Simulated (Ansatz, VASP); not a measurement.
# One calculation of MnS, two programs

```xyz
2
Lattice="0.0000 2.8000 2.8000 2.8000 0.0000 2.8000 2.8000 2.8000 0.0000" Properties=species:S:1:pos:R:3 pbc="T T T"
Mn    0.0000    0.0000    0.0000
S     4.2000    4.2000    4.2000
```

Alike in both runs: task single point; functional PBEsol; k mesh 10 × 10 × 10; occupations gaussian, width 0.05 eV; collinear spin.

|  | VASP | Ansatz |
| --- | --- | --- |
| version | VASP 6.6.1 | Ansatz 0.2.0 |
| potentials or method | VASP PAW PBE potentials, release 64 (Mn_pv, S), cutoff 520 eV | scalar-relativistic, plane waves, PAW |
| valence electrons in the cell | 19 | 21 |

|  | VASP | Ansatz | Ansatz less VASP |
| --- | --- | --- | --- |
| gap on the k mesh at the Fermi level (eV) | none | none | - |
| pressure (GPa) | -1.9 | -2.0 | -0.10 |
| net moment per atom (μB) | 2.46 | 2.46 | 0.000 |
| size of the moment on the site where the two differ most (μB) | 4.32 | 4.14 | -0.172 |

VASP's potentials were made for PBE, not for PBEsol. Site moments also hang on the region over which each program counts them. A gap of «none» marks a metal or a gap that the smearing closes. VASP's potentials hold 19 valence electrons a cell and Ansatz's 21, so a difference there can come from the potentials and not from the codes. Ansatz's warnings: stability check not made.
